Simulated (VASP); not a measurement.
# GaGe (F-43m) in VASP: a series of runs

Runs on GaGe. Level: r2SCAN. Tasks: single point, relaxation of cell and atoms.

Everything below comes from runs of VASP 6.6.1. Logs are shortened: lines on timing, memory, paths and dates and some standing lists are left out, and cuts for length are marked.

## Step 1: The cell of the first run

It takes space group F-43m (No. 216, cubic). Conventional cell: a = 5.715 Å, b = 5.715 Å, c = 5.715 Å, α = 90.00°, β = 90.00°, γ = 90.00°. Ga (site symmetry -43m) has 4 Ge at 2.47 Å within 3.3 Å. Within 3.3 Å of Ge (site symmetry -43m) lie 4 Ga at 2.47 Å.

## Step 2: Single point, r2SCAN

File POSCAR:

```
GaGe
1.0
    0.0000000000      2.8573447425      2.8573447425
    2.8573447425      0.0000000000      2.8573447425
    2.8573447425      2.8573447425      0.0000000000
Ga Ge
1 1
Direct
    0.7500000000      0.7500000000      0.7500000000
    0.0000000000      0.0000000000      0.0000000000
```

File INCAR.step1:

```
SYSTEM = GaGe
ALGO = Normal ; EDIFF = 1E-4
ENCUT = 520 ; GGA = PE
ISMEAR = 0 ; LASPH = .True.
LCHARG = .False. ; LREAL = .False.
LWAVE = .True. ; NBANDS = 20
NELM = 100 ; PREC = Accurate
SIGMA = 0.02
```

File INCAR.step2:

```
SYSTEM = GaGe
ALGO = Normal ; EDIFF = 1E-6
ENCUT = 520 ; ISIF = 2
ISMEAR = 0 ; ISTART = 1
LASPH = .True. ; LCHARG = .False.
LMIXTAU = .True. ; LREAL = .False.
LWAVE = .False. ; METAGGA = R2SCAN
NBANDS = 20 ; NELM = 100
PREC = Accurate ; SIGMA = 0.02
```

File KPOINTS:

```
k-points
0
Gamma
  6 6 6
  0 0 0
```

Potentials or basis: VASP PAW PBE potentials, release 64 (Ga_d, Ge_d).

The run is started by

```
$ cat potpaw_PBE.64/Ga_d/POTCAR potpaw_PBE.64/Ge_d/POTCAR > POTCAR
$ cp INCAR.step1 INCAR
$ mpirun -np 1 vasp_std > vasp.out
$ cp INCAR.step2 INCAR
$ mpirun -np 1 vasp_std > vasp.out
```

OUTCAR:

```text
SYSTEM = GaGe
   EDIFF = 1E-6
   ENCUT = 520
   ISIF = 2
   ISMEAR = 0
   ISTART = 1
   LASPH = .True.
   LREAL = .False.
   METAGGA = R2SCAN
   NELM = 100
   PREC = Accurate

 ion  position               nearest neighbor table
   1  0.750  0.750  0.750-   2 2.47   2 2.47   2 2.47   2 2.47
   2  0.000  0.000  0.000-   1 2.47   1 2.47   1 2.47   1 2.47

  LATTYP: Found a face centered cubic cell.
 ALAT       =     5.7146894850

  Lattice vectors:

 A1 = (   0.0000000000,   2.8573447425,   2.8573447425)
 A2 = (   2.8573447425,   0.0000000000,   2.8573447425)
 A3 = (   2.8573447425,   2.8573447425,   0.0000000000)

Analysis of symmetry for initial positions (statically):
=====================================================================
 Subroutine PRICEL returns:
 Original cell was already a primitive cell.

 Routine SETGRP: Setting up the symmetry group for a
 face centered cubic supercell.

 Subroutine GETGRP returns: Found 24 space group operations
 (whereof 24 operations were pure point group operations)
 out of a pool of 48 trial point group operations.

The static configuration has the point symmetry T_d .

Analysis of symmetry for dynamics (positions and initial velocities):
=====================================================================
 Subroutine PRICEL returns:
 Original cell was already a primitive cell.

 Routine SETGRP: Setting up the symmetry group for a
 face centered cubic supercell.

 Subroutine GETGRP returns: Found 24 space group operations
 (whereof 24 operations were pure point group operations)
 out of a pool of 48 trial point group operations.

The dynamic configuration has the point symmetry T_d .

 Subroutine INISYM returns: Found 24 space group operations
 (whereof 24 operations are pure point group operations),
 and found     1 'primitive' translations

----------------------------------------------------------------------------------------

                                     Primitive cell

  volume of cell :      46.6571

  direct lattice vectors                    reciprocal lattice vectors
     0.000000000  2.857344743  2.857344743    -0.174987635  0.174987635  0.174987635
     2.857344743  0.000000000  2.857344743     0.174987635 -0.174987635  0.174987635
     2.857344743  2.857344743  0.000000000     0.174987635  0.174987635 -0.174987635

  length of vectors
     4.040895687  4.040895687  4.040895687     0.303087475  0.303087475  0.303087475

  position of ions in fractional coordinates (direct lattice)
[... 67 lines left out ...]
   LASPH  =      T    aspherical Exc in radial PAW
   ENCUT  =  520.0 eV  38.22 Ry    6.18 a.u.   7.51  7.51  7.51*2*pi/ulx,y,z
   NELM   =    100;   NELMIN=  2; NELMDL=  0     # of ELM steps
   EDIFF  = 0.1E-05   stopping-criterion for ELM
   LREAL  =      F    real-space projection
   EDIFFG = 0.1E-04   stopping-criterion for IOM
   NSW    =      0    number of steps for IOM
   IBRION =     -1    ionic relax: 0-MD 1-quasi-New 2-CG
   NFREE  =      0    steps in history (QN), initial steepest desc. (CG)
   ISIF   =      2    stress and relaxation
   ISYM   =      2    0-nonsym 1-usesym 2-fastsym
   POTIM  = 0.5000    time-step for ionic-motion
   TEBEG  =    0.0;   TEEND  =   0.0 temperature during run
   PSTRESS=    0.0 pullay stress
   NELECT =      27.0000    total number of electrons
   NUPDOWN=      -1.0000    fix difference up-down
   EMIN   =  10.00;   EMAX   =-10.00  energy-range for DOS
   EFERMI =   0.00;   METHOD = LEGACY
   ISMEAR =     0;   SIGMA  =   0.02  broadening in eV -4-tet -1-fermi 0-gaus
   EFERMI_NEDOS =   21; number of points for ismear=-14 and -15
   IALGO  =     38    algorithm
   IMIX   =      4    mixing-type and parameters
     AMIX     =   0.40;   BMIX     =  1.00
     AMIX_MAG =   1.60;   BMIX_MAG =  1.00
  volume/ion in A,a.u.               =      23.33       157.43
  Fermi-wavevector in a.u.,A,eV,Ry     =   1.364238  2.578036 25.322416  1.861145
  Thomas-Fermi vector in A             =   2.490571
   LORBIT       =      0    0 simple, 1 ext, 2 COOP (PROOUT), +10 PAW based schemes
   METAGGA = R2SCAN    functional components
   LHFCALC =     F    Hartree Fock is set to
   AEXX    =    0.0000 exact exchange contribution
   IVDW    =     0    specifies the selected vdW correction
   LEPSILON=     F    determine dielectric tensor
   LRPA    =     F    only Hartree local field effects (RPA)
 non-spin polarized calculation
 Gauss-broadening in eV      SIGMA  =   0.02
  energy-cutoff  :      520.00
  volume of cell :       46.66
 maximum number of plane-waves:      1278
   NGX = 15   NGY = 15   NGZ = 15

 number of electron      26.9999983 magnetization

 Free energy of the ion-electron system (eV)
  ---------------------------------------------------
  ext. energy  EPLUGINS =         0.00000000
  ---------------------------------------------------
  free energy    TOTEN  =       -24.97887290 eV

  energy without entropy =      -24.97779406  energy(sigma->0) =      -24.97833348

 E-fermi :   3.0148     XC(G=0): -10.6172

 val. band max:        2.9550389839   @ k =   0.5000   0.1667   0.0000
 cond. band min:       3.0225151694   @ k =   0.3333   0.1667   0.0000
 fundamental gap:      0.0674761855
 Fermi energy:         3.0147583899

 k-point     1 :       0.0000    0.0000    0.0000
  band No.  band energies     occupation
      1     -21.4067      2.00000
      2     -21.4067      2.00000
      3     -21.4067      2.00000
      4     -21.3814      2.00000
      5     -21.3814      2.00000
      6     -11.6374      2.00000
[... 357 lines left out ...]
     19      16.4019      0.00000
     20      16.9934      0.00000

------------------------ aborting loop because EDIFF is reached ----------------------------------------

  FORCE on cell =-STRESS in cart. coord.  units (eV):
  Direction    XX          YY          ZZ          XY          YZ          ZX
  --------------------------------------------------------------------------------------
  -------------------------------------------------------------------------------------
  Total        0.0137662      0.0137662      0.0137662      0.0000000      0.0000000     -0.0000000
  in kB        0.4727215      0.4727215      0.4727215      0.0000000      0.0000000     -0.0000000
  external PRESSURE =       0.4727215 kB  Pullay stress =       0.0000000 kB

 VOLUME and BASIS-vectors are now :
 -----------------------------------------------------------------------------
  energy-cutoff  :      520.00
  volume of cell :       46.66
      direct lattice vectors                 reciprocal lattice vectors
     0.000000000  2.857344743  2.857344743    -0.174987635  0.174987635  0.174987635
     2.857344743  0.000000000  2.857344743     0.174987635 -0.174987635  0.174987635
     2.857344743  2.857344743  0.000000000     0.174987635  0.174987635 -0.174987635

 POSITION                                       TOTAL-FORCE (eV/Angst)
 -----------------------------------------------------------------------------------
      4.28602      4.28602      4.28602         0.000000     -0.000000     -0.000000
      0.00000      0.00000      0.00000        -0.000000      0.000000      0.000000
 -----------------------------------------------------------------------------------
    total drift:                                0.000016      0.000016      0.000016

  FREE ENERGIE OF THE ION-ELECTRON SYSTEM (eV)
  ---------------------------------------------------
  free  energy   TOTEN  =       -24.9788728975 eV

  energy  without entropy=      -24.9777940648  energy(sigma->0) =      -24.97833348
```

OUTCAR.step1:

```text
SYSTEM = GaGe
   EDIFF = 1E-4
   ENCUT = 520
   GGA = PE
   ISMEAR = 0
   LASPH = .True.
   LREAL = .False.
[... 577 lines left out ...]
      4.28602      4.28602      4.28602        -0.000000     -0.000000     -0.000000
      0.00000      0.00000      0.00000         0.000000      0.000000      0.000000
 -----------------------------------------------------------------------------------
    total drift:                               -0.000000     -0.000000      0.000000

  FREE ENERGIE OF THE ION-ELECTRON SYSTEM (eV)
  ---------------------------------------------------
  free  energy   TOTEN  =        -7.0993915315 eV

  energy  without entropy=       -7.0983117659  energy(sigma->0) =       -7.09885165
```

Run time: 52 s. Hardware: 1 thread of Intel Xeon Platinum 8488C (Sapphire Rapids), shared host; peak memory 0.17 GiB.

What came out:

* Free energy: -24.9789 eV
* Pressure: 0.0 GPa
* Band gap on the k mesh: zero (an odd number of electrons rules out a gap without spin polarisation)

Caveat: the PAW data sets were made with another functional, which shifts forces and pressure a little.

## Step 3: Relaxation of cell and atoms, r2SCAN

This run uses another cell than the first one, of 24.33 Å³/atom.

File POSCAR:

```
GaGe
1.0
    0.0000000000      2.8978440000      2.8978440000
    2.8978440000      0.0000000000      2.8978440000
    2.8978440000      2.8978440000      0.0000000000
Ga Ge
1 1
Direct
    0.7500000000      0.7500000000      0.7500000000
    0.0000000000      0.0000000000      0.0000000000
```

File INCAR.step1:

```
SYSTEM = GaGe
PREC     = Accurate       ! precision mode
ENCUT    = 600            ! plane-wave cutoff, eV
ISMEAR   = 0              ! smearing method
SIGMA    = 0.02           ! smearing width, eV
LREAL    = .False.        ! projectors in reciprocal space
LASPH    = .True.         ! aspherical terms in the spheres
NELM     = 60             ! most SCF steps
GGA      = PE             ! functional
ALGO     = Normal         ! electronic algorithm
EDIFF    = 1E-4           ! SCF threshold, eV
LWAVE    = .True.         ! write WAVECAR
LCHARG   = .False.        ! write CHGCAR
```

File INCAR.step2:

```
SYSTEM = GaGe
PREC     = Accurate       ! precision mode
ENCUT    = 600            ! plane-wave cutoff, eV
EDIFF    = 1E-6           ! SCF threshold, eV
ISMEAR   = 0              ! smearing method
SIGMA    = 0.02           ! smearing width, eV
LREAL    = .False.        ! projectors in reciprocal space
LASPH    = .True.         ! aspherical terms in the spheres
NELM     = 60             ! most SCF steps
ALGO     = Normal         ! electronic algorithm
ISIF     = 3              ! what is computed and relaxed
LWAVE    = .False.        ! write WAVECAR
LCHARG   = .False.        ! write CHGCAR
METAGGA  = R2SCAN         ! meta-GGA
LMIXTAU  = .True.       
IBRION   = 2              ! ionic algorithm
NSW      = 60             ! ionic steps
EDIFFG   = -0.02          ! ionic threshold
ISTART   = 1
```

File KPOINTS:

```
regular mesh
0
Gamma
  6 6 6
  0 0 0
```

Potentials or basis: VASP PAW PBE potentials, release 64 (Ga_d, Ge_d).

The run is started by

```
$ cat potpaw_PBE.64/Ga_d/POTCAR potpaw_PBE.64/Ge_d/POTCAR > POTCAR
$ cp INCAR.step1 INCAR
$ mpirun -np 1 vasp_std > vasp.out
$ cp INCAR.step2 INCAR
$ mpirun -np 1 vasp_std > vasp.out
```

Wall time 2.3 min (1 thread of Intel Xeon Platinum 8488C (Sapphire Rapids), shared host); peak memory 0.23 GiB.

The run converged. Its results:

| Property | Result |
| --- | --- |
| Free energy | -24.9811 eV |
| Relaxed volume | 23.32 Å³/atom |
| Relaxed cell | a = 4.040 Å, b = 4.040 Å, c = 4.040 Å, α = 60.00°, β = 60.00°, γ = 60.00° |
| Space group after relaxing (to 0.1 Å) | F-43m (No. 216) |
| Energy gained by relaxing | 7.4 meV/atom |
| Ionic steps | 3 |
| Pressure after relaxing | 0.1 GPa |
| Band gap on the k mesh | zero (an odd number of electrons rules out a gap without spin polarisation) |

Step by step:
```
step  energy change (eV)  largest force (eV/Å)  pressure (GPa)  volume (Å³)
   1              0.0000                0.0000           -2.24        48.67
   2             -0.0144                0.0000            0.44        46.31
   3             -0.0149                0.0000            0.06        46.64
```

Final structure:
```xyz
2
Lattice="0.0000 2.8570 2.8570 2.8570 0.0000 2.8570 2.8570 2.8570 0.0000" Properties=species:S:1:pos:R:3 pbc="T T T"
Ga    4.2856    4.2856    4.2856
Ge    0.0000    0.0000    0.0000
```

Levels at points of the mesh, in eV from the Fermi level:
| k point | band 11 | band 12 | band 13 | band 14 | band 15 | band 16 |
| --- | --- | --- | --- | --- | --- | --- |
| (0.00, 0.00, 0.00) | -11.08 | 1.99 | 1.99 | 1.99 | 3.14 | 4.86 |
| (0.50, 0.00, 0.00) | -8.90 | -5.55 | 0.55 | 0.55 | 2.79 | 5.92 |
| (0.50, 0.50, 0.00) | -7.72 | -5.97 | -1.25 | -1.25 | 2.80 | 2.92 |

Caveat: the PAW data sets were made with another functional, which shifts forces and pressure a little.
